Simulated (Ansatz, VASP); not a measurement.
# TiAl3 in VASP and in Ansatz

INCAR

```
PREC = Accurate ; ENCUT = 520
EDIFF = 1E-6 ; ISMEAR = 0
SIGMA = 0.02 ; LREAL = False
LASPH = True ; NELM = 100
ALGO = Fast ; ISIF = 2
LWAVE = False ; LCHARG = True
GGA = PE ; LELF = True
LVHAR = True ; NBANDS = 18
```

File KPOINTS:

```
regular mesh
0
Gamma
  10 10 10
```

Contents of POSCAR:

```
TiAl3
1.0
   -1.9111067713      1.9111067713      4.2806687947
    1.9111067713     -1.9111067713      4.2806687947
    1.9111067713      1.9111067713     -4.2806687947
Ti Al
1 3
Direct
    0.0000000000      0.0000000000      0.0000000000
    0.2500000000      0.7500000000      0.5000000000
    0.7500000000      0.2500000000      0.5000000000
    0.5000000000      0.5000000000      0.0000000000
```

Contents of input.yaml:

```yaml
crystal:
  lattice:
    - [-1.9111067713, 1.9111067713, 4.2806687947]
    - [1.9111067713, -1.9111067713, 4.2806687947]
    - [1.9111067713, 1.9111067713, -4.2806687947]
  atoms:
    - { symbol: Ti, position: [0.0, 0.0, 0.0] }
    - { symbol: Al, position: [0.25, 0.75, 0.5] }
    - { symbol: Al, position: [0.75, 0.25, 0.5] }
    - { symbol: Al, position: [0.5, 0.5, 0.0] }
hamiltonian:
  xc: pbe
  pseudopotentials: { kind: paw }
kpoints:
  mp_grid: { grid: [10, 10, 10] }
scf:
  occupations: { method: gaussian, width: 0.02 }
output:
  forces: true
  stress: true
  eigenvalues: true
  write_density: true
  write_potential: true
  elf: true
  volumetric_format: npy
```

Alike in both runs: task single point; functional PBE; k mesh 10 × 10 × 10; occupations gaussian, width 0.02 eV; no spin polarisation.

|  | VASP | Ansatz |
| --- | --- | --- |
| version | VASP 6.6.1 | Ansatz 0.2.0 |
| potentials or method | VASP PAW PBE potentials, release 64 (Ti_sv, Al) | Ansatz PAW |
| plane-wave cutoff (eV) | 520 | 420 |
| valence electrons in the cell | 21 | 21 |

```tsv
	VASP	Ansatz	Ansatz less VASP
gap on the k mesh at the Fermi level (eV)	none	none	-
pressure (GPa)	2.0	2.1	+0.05
traceless stress, the component that is largest in VASP (GPa)	-0.16	-0.16	+0.004
```

A gap of «none» marks a metal or a gap that the smearing closes.
